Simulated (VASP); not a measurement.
Input of a VASP 6.6.1 run:

INCAR

```
SYSTEM = SiAu3
PREC = Accurate
ENCUT = 520
EDIFF = 1E-6
ISMEAR = -1
SIGMA = 0.1
LREAL = .FALSE.
LASPH = .TRUE.
NELM = 80
ALGO = Normal
ISIF = 2
LWAVE = .FALSE.
LCHARG = .FALSE.
GGA = PE
NBANDS = 26
```

Contents of KPOINTS:

```
Automatic mesh
0
G
  6 6 6
  0 0 0
```

Contents of POSCAR:

```
SiAu3
1.0
    0.0000000000      3.3289723006      3.3289723006
    3.3289723006      0.0000000000      3.3289723006
    3.3289723006      3.3289723006      0.0000000000
Si Au
1 3
Direct
    0.0000000000      0.0000000000      0.0000000000
    0.2500000000      0.2500000000      0.2500000000
    0.7500000000      0.7500000000      0.7500000000
    0.5000000000      0.5000000000      0.5000000000
```

Potentials or basis: VASP PAW PBE potentials, release 64 (Si, Au).

Launch:

```console
$ cat potpaw_PBE.64/Si/POTCAR potpaw_PBE.64/Au/POTCAR > POTCAR
$ mpirun -np 1 vasp_std > vasp.out
```

**Question.** Predict the pressure.

**Answer.** -5.0 GPa.

**Question.** What does it give for the band gap on the k mesh?

**Answer.** Zero (an odd number of electrons rules out a gap without spin polarisation).

Caveat: the cell stands under tension; spin-orbit coupling is left out, which moves the levels of the heavy elements.
